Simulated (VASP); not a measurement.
# B3Se2 (R-3m) in VASP: a series of runs

Runs on B3Se2. Level: PBE. Tasks: single point, relaxation of cell and atoms.

Everything below comes from runs of VASP 6.6.1. Logs are shortened: lines on timing, memory, paths and dates and some standing lists are left out, and cuts for length are marked.

### Step 1. The cell of the first run

Symmetry: R-3m, No. 166, trigonal system. Conventional cell: a = 3.104 Å, b = 3.104 Å, c = 23.270 Å, α = 90.00°, β = 90.00°, γ = 120.00°. B (site symmetry -3m) has 6 Se at 2.24 Å and 6 B at 3.10 Å within 3.2 Å. B (site symmetry 3m) has 3 B at 1.79 Å within 2.4 Å. Se (site symmetry 3m) has 9 B at 2.24 to 3.10 Å and 9 Se at 3.10 to 3.24 Å within 3.3 Å.

### Step 2. Single point, PBE

Input file INCAR:

```
ALGO     = Normal         # electronic algorithm
EDIFF    = 1E-6           # SCF threshold, eV
ENCUT    = 520            # plane-wave cutoff, eV
GGA      = PE             # functional
ISIF     = 2              # what is computed and relaxed
ISMEAR   = 0              # smearing method
LASPH    = T              # aspherical terms in the spheres
LCHARG   = F              # write CHGCAR
LREAL    = F              # projectors in reciprocal space
LWAVE    = F              # write WAVECAR
NBANDS   = 18             # bands
NELM     = 80             # most SCF steps
PREC     = Accurate       # precision mode
SIGMA    = 0.1            # smearing width, eV
```

Input file KPOINTS:

```
k-points
0
Gamma
  6 6 6
```

Input file POSCAR:

```
B3Se2
1.0
    1.5520486931      0.8960757308      7.7567611852
   -1.5520486931      0.8960757308      7.7567611852
    0.0000000000     -1.7921514615      7.7567611852
B Se
3 2
Direct
    0.0000000000      0.0000000000      0.0000000000
    0.1667705096      0.1667705096      0.1667705096
    0.8332294904      0.8332294904      0.8332294904
    0.3912121357      0.3912121357      0.3912121357
    0.6087878643      0.6087878643      0.6087878643
```

Potentials or basis: VASP PAW PBE potentials, release 64 (B, Se).

The run is started by

```bash
$ cat potpaw_PBE.64/B/POTCAR potpaw_PBE.64/Se/POTCAR > POTCAR
$ mpirun -np 1 vasp_std > vasp.out
```

OUTCAR:

```text
EDIFF = 1E-6
   ENCUT = 520
   GGA = PE
   ISIF = 2
   ISMEAR = 0
   LASPH = T
   LREAL = F
   NELM = 80
   PREC = Accurate

 ion  position               nearest neighbor table
   1  0.000  0.000  0.000-   5 2.24   5 2.24   4 2.24   4 2.24   5 2.24   4 2.24
   2  0.167  0.167  0.167-   3 1.79   3 1.79   3 1.79
   3  0.833  0.833  0.833-   2 1.79   2 1.79   2 1.79
   4  0.391  0.391  0.391-   1 2.24   1 2.24   1 2.24
   5  0.609  0.609  0.609-   1 2.24   1 2.24   1 2.24

  LATTYP: Found a trigonal (rhomboedric) cell.
 ALAT       =     7.9611023700
 COS(alpha) =     0.9239858815

  Lattice vectors:

 A1 = (   1.5520486931,   0.8960757308,   7.7567611852)
 A2 = (  -1.5520486931,   0.8960757308,   7.7567611852)
 A3 = (   0.0000000000,  -1.7921514615,   7.7567611852)

Analysis of symmetry for initial positions (statically):
=====================================================================
 Subroutine PRICEL returns:
 Original cell was already a primitive cell.

 Routine SETGRP: Setting up the symmetry group for a
 trigonal (rhombohedral) supercell.

 Subroutine GETGRP returns: Found 12 space group operations
 (whereof 12 operations were pure point group operations)
 out of a pool of 12 trial point group operations.

The static configuration has the point symmetry D_3d.

Analysis of symmetry for dynamics (positions and initial velocities):
=====================================================================
 Subroutine PRICEL returns:
 Original cell was already a primitive cell.

 Routine SETGRP: Setting up the symmetry group for a
 trigonal (rhombohedral) supercell.

 Subroutine GETGRP returns: Found 12 space group operations
 (whereof 12 operations were pure point group operations)
 out of a pool of 12 trial point group operations.

The dynamic configuration has the point symmetry D_3d.

 Subroutine INISYM returns: Found 12 space group operations
 (whereof 12 operations are pure point group operations),
 and found     1 'primitive' translations

----------------------------------------------------------------------------------------

                                     Primitive cell

  volume of cell :      64.7264

  direct lattice vectors                    reciprocal lattice vectors
     1.552048693  0.896075731  7.756761185     0.322154841  0.185996184  0.042973262
    -1.552048693  0.896075731  7.756761185    -0.322154841  0.185996184  0.042973262
     0.000000000 -1.792151462  7.756761185     0.000000000 -0.371992368  0.042973262

  length of vectors
     7.961102370  7.961102370  7.961102370     0.374466318  0.374466318  0.374466318

  position of ions in fractional coordinates (direct lattice)
     0.000000000  0.000000000  0.000000000
     0.166770510  0.166770510  0.166770510
     0.833229490  0.833229490  0.833229490
     0.391212136  0.391212136  0.391212136
     0.608787864  0.608787864  0.608787864

  ion indices of the primitive-cell ions
   primitive index   ion index
                 1           1
                 2           2
                 3           3
                 4           4
                 5           5

----------------------------------------------------------------------------------------

 KPOINTS: k-points

Automatic generation of k-mesh.
 Grid dimensions read from file:
 generate k-points for:    6    6    6

 Generating k-lattice:

  Cartesian coordinates                     Fractional coordinates (reciprocal lattice)
     0.053692474  0.030999364  0.007162210     0.166666667  0.000000000  0.000000000
    -0.053692474  0.030999364  0.007162210     0.000000000  0.166666667  0.000000000
     0.000000000 -0.061998728  0.007162210     0.000000000  0.000000000  0.166666667

  Length of vectors
     0.062411053  0.062411053  0.062411053

  Shift w.r.t. Gamma in fractional coordinates (k-lattice)
     0.000000000  0.000000000  0.000000000

 Subroutine IBZKPT returns following result:
 ===========================================

 Found     32 irreducible k-points:

 Following reciprocal coordinates:
            Coordinates               Weight
  0.000000  0.000000  0.000000      1.000000
  0.166667  0.000000 -0.000000      6.000000
  0.333333 -0.000000  0.000000      6.000000
  0.500000 -0.000000 -0.000000      3.000000
  0.166667  0.166667 -0.000000      6.000000
  0.333333  0.166667 -0.000000     12.000000
[... 16 lines left out ...]
  0.500000  0.500000  0.166667      6.000000
 -0.333333  0.500000  0.166667     12.000000
 [... further k-points ...]
   k-points           NKPTS =     32   k-points in BZ     NKDIM =     32   number of bands    NBANDS=     18
   number of dos      NEDOS =    301   number of ions     NIONS =      5
   total plane-waves  NPLWV = 216000
   dimension x,y,z NGX =    60 NGY =   60 NGZ =   60
   dimension x,y,z NGXF=   120 NGYF=  120 NGZF=  120
   ions per type =               3   2
   NGX,Y,Z   is equivalent  to a cutoff of  12.53, 12.53, 12.53 a.u.
   NGXF,Y,Z  is equivalent  to a cutoff of  25.06, 25.06, 25.06 a.u.
 SYSTEM =  unknown system
   PREC   = accura    normal or accurate (medium, high low for compatibility)
   ISTART =      0    job   : 0-new  1-cont  2-samecut
   ICHARG =      2    charge: 1-file 2-atom 10-const
   ISPIN  =      1    spin polarized calculation?
   LNONCOLLINEAR =      F non collinear calculations
   LSORBIT =      F    spin-orbit coupling
   LASPH  =      T    aspherical Exc in radial PAW
   ENCUT  =  520.0 eV  38.22 Ry    6.18 a.u.  14.80 14.80 14.80*2*pi/ulx,y,z
   NELM   =     80;   NELMIN=  2; NELMDL= -5     # of ELM steps
   EDIFF  = 0.1E-05   stopping-criterion for ELM
   LREAL  =      F    real-space projection
   EDIFFG = 0.1E-04   stopping-criterion for IOM
   NSW    =      0    number of steps for IOM
   IBRION =     -1    ionic relax: 0-MD 1-quasi-New 2-CG
   NFREE  =      0    steps in history (QN), initial steepest desc. (CG)
   ISIF   =      2    stress and relaxation
   ISYM   =      2    0-nonsym 1-usesym 2-fastsym
   POTIM  = 0.5000    time-step for ionic-motion
   TEBEG  =    0.0;   TEEND  =   0.0 temperature during run
   PSTRESS=    0.0 pullay stress
   NELECT =      21.0000    total number of electrons
   NUPDOWN=      -1.0000    fix difference up-down
   EMIN   =  10.00;   EMAX   =-10.00  energy-range for DOS
   EFERMI =   0.00;   METHOD = LEGACY
   ISMEAR =     0;   SIGMA  =   0.10  broadening in eV -4-tet -1-fermi 0-gaus
   EFERMI_NEDOS =   21; number of points for ismear=-14 and -15
   IALGO  =     38    algorithm
   IMIX   =      4    mixing-type and parameters
     AMIX     =   0.40;   BMIX     =  1.00
     AMIX_MAG =   1.60;   BMIX_MAG =  1.00
  volume/ion in A,a.u.               =      12.95        87.36
  Fermi-wavevector in a.u.,A,eV,Ry     =   1.124918  2.125786 17.217349  1.265439
  Thomas-Fermi vector in A             =   2.261592
   LORBIT       =      0    0 simple, 1 ext, 2 COOP (PROOUT), +10 PAW based schemes
   GGA     = PE    functional components
   LHFCALC =     F    Hartree Fock is set to
   AEXX    =    0.0000 exact exchange contribution
   IVDW    =     0    specifies the selected vdW correction
   LEPSILON=     F    determine dielectric tensor
   LRPA    =     F    only Hartree local field effects (RPA)
 non-spin polarized calculation
 Gauss-broadening in eV      SIGMA  =   0.10
  energy-cutoff  :      520.00
  volume of cell :       64.73
 maximum number of plane-waves:      1758
   NGX = 29   NGY = 29   NGZ = 29

 number of electron      21.0000001 magnetization

 Free energy of the ion-electron system (eV)
  ---------------------------------------------------
  ext. energy  EPLUGINS =         0.00000000
  ---------------------------------------------------
  free energy    TOTEN  =       -23.06168572 eV

  energy without entropy =      -23.05409460  energy(sigma->0) =      -23.05789016

 E-fermi :   5.5766     XC(G=0): -10.8667

 val. band max:        5.5138164981   @ k =  -0.3333  -0.3333   0.1667
 cond. band min:       5.6120011954   @ k =   0.5000   0.5000   0.3333
 fundamental gap:      0.0981846973
 Fermi energy:         5.5766293131

 k-point     1 :       0.0000    0.0000    0.0000
  band No.  band energies     occupation
      1     -11.5314      2.00000
      2      -9.4678      2.00000
      3      -5.0582      2.00000
      4      -0.5903      2.00000
      5       0.8707      2.00000
      6       5.2507      2.00000
[... 10 lines left out ...]
     17      13.8723      0.00000
     18      13.8723      0.00000

 k-point     2 :       0.1667    0.0000   -0.0000
  band No.  band energies     occupation
      1     -11.0510      2.00000
      2      -9.0364      2.00000
      3      -4.5835      2.00000
      4      -0.4409      2.00000
      5       1.4091      2.00000
      6       2.3239      2.00000
[... 10 lines left out ...]
     17      12.7749      0.00000
     18      13.7671      0.00000

 k-point     3 :       0.3333   -0.0000    0.0000
  band No.  band energies     occupation
      1      -9.6957      2.00000
      2      -7.9662      2.00000
      3      -3.1984      2.00000
      4      -1.9126      2.00000
      5      -0.3128      2.00000
      6       1.6453      2.00000
[... 10 lines left out ...]
     17      12.1943      0.00000
     18      12.6576      0.00000

 k-point     4 :       0.5000   -0.0000   -0.0000
  band No.  band energies     occupation
      1      -8.3002      2.00000
      2      -7.5690      2.00000
      3      -3.4268      2.00000
      4      -2.0926      2.00000
      5      -1.0974      2.00000
      6      -0.6250      2.00000
[... 375 lines left out ...]
      4      -1.9007      2.00000
      5      -1.3959      2.00000
      6       0.2356      2.00000
[... 10 lines left out ...]
     17      12.5042      0.00000
     18      13.1796      0.00000

 k-point    23 :       0.5000    0.5000    0.1667
  band No.  band energies     occupation
      1      -9.6789      2.00000
      2      -8.0183      2.00000
      3      -2.9822      2.00000
      4      -1.6394      2.00000
      5      -0.8067      2.00000
      6       0.7175      2.00000
[... 10 lines left out ...]
     17      11.6129      0.00000
     18      12.7700      0.00000

 k-point    24 :      -0.3333    0.5000    0.1667
  band No.  band energies     occupation
      1      -8.5292      2.00000
      2      -7.4196      2.00000
      3      -2.9068      2.00000
      4      -1.9407      2.00000
      5      -0.8524      2.00000
      6       0.3610      2.00000
[... 10 lines left out ...]
     17      12.2189      0.00000
     18      13.0855      0.00000

 [... further k-points ...]

------------------------ aborting loop because EDIFF is reached ----------------------------------------

  FORCE on cell =-STRESS in cart. coord.  units (eV):
  Direction    XX          YY          ZZ          XY          YZ          ZX
  --------------------------------------------------------------------------------------
  -------------------------------------------------------------------------------------
  Total       -0.0218819     -0.0218819      0.0338116     -0.0000000      0.0000000      0.0000000
  in kB       -0.5416440     -0.5416440      0.8369410     -0.0000000      0.0000000      0.0000000
  external PRESSURE =      -0.0821157 kB  Pullay stress =       0.0000000 kB

 VOLUME and BASIS-vectors are now :
 -----------------------------------------------------------------------------
  energy-cutoff  :      520.00
  volume of cell :       64.73
      direct lattice vectors                 reciprocal lattice vectors
     1.552048693  0.896075731  7.756761185     0.322154841  0.185996184  0.042973262
    -1.552048693  0.896075731  7.756761185    -0.322154841  0.185996184  0.042973262
     0.000000000 -1.792151462  7.756761185     0.000000000 -0.371992368  0.042973262

 POSITION                                       TOTAL-FORCE (eV/Angst)
 -----------------------------------------------------------------------------------
      0.00000      0.00000      0.00000         0.000000     -0.000000      0.000000
      0.00000      0.00000      3.88080         0.000000     -0.000000     -0.001800
      0.00000      0.00000     19.38949         0.000000      0.000000      0.001800
      0.00000      0.00000      9.10362         0.000000      0.000000      0.002693
      0.00000      0.00000     14.16667         0.000000     -0.000000     -0.002693
 -----------------------------------------------------------------------------------
    total drift:                                0.000000      0.000000      0.000000

  FREE ENERGIE OF THE ION-ELECTRON SYSTEM (eV)
  ---------------------------------------------------
  free  energy   TOTEN  =       -23.0616857238 eV

  energy  without entropy=      -23.0540946030  energy(sigma->0) =      -23.05789016
```

It took 92 s on 1 thread of Intel Xeon 6975P-C (Granite Rapids), shared host; peak memory 0.47 GiB.

What came out:

```yaml
Free_energy: -23.0617 eV
Pressure: 0.0 GPa
Band_gap_on_the_k_mesh: zero (an odd number of electrons rules out a gap without spin polarisation)
```

Forces in eV/Å, atoms in the order of the input:
```
B    0.000  0.000  0.000
B    0.000  0.000 -0.002
B    0.000  0.000  0.002
Se   0.000  0.000  0.003
Se   0.000  0.000 -0.003
```

Stress tensor (GPa, compression positive):
```
-0.05  0.00  0.00
 0.00 -0.05  0.00
 0.00  0.00  0.08
```

Caveat: the k points lie up to 0.39 Å⁻¹ apart, too coarse for converged energies and pressures of a metal; an odd number of electrons without spin polarisation forces a metal; a magnetic or distorted state may lie lower.

[end of part 1 of 2]

The gap in the log of VASP goes by the Fermi energy; the results here count the filled bands.